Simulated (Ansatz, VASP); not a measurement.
## Na in VASP and in Ansatz

```
Na
1.0
     3.39540    0.00000    0.00000
     0.00000    3.39540    0.00000
     0.00000    0.00000    3.39540
Na
1
Direct
  0.00000 0.00000 0.00000
```

Alike in both runs: functional PBEsol; k mesh 12 × 12 × 12; occupations fermi-dirac, width 0.08 eV; no spin polarisation.

Ansatz relaxed the structure, and its values are those at the end. VASP's run is a single point on that final structure, the one shown.

|  | VASP | Ansatz |
| --- | --- | --- |
| version | VASP 6.6.1 | Ansatz 0.2.0 |
| potentials or method | VASP PAW PBE potentials, release 64 (Na_pv) | PAW with Ansatz's default frozen-core files, scalar-relativistic |
| plane-wave cutoff (eV) | 520 | 420 |
| valence electrons in the cell | 7 | 9 |

VASP gave:

- pressure (GPa): -0.1

Problem. What did Ansatz give for the same quantities?

Solution. Pressure (GPa): 0.0.

VASP's potentials were made for PBE, not for PBEsol. VASP's potentials hold 7 valence electrons a cell and Ansatz's 9, so a difference there can come from the potentials and not from the codes.
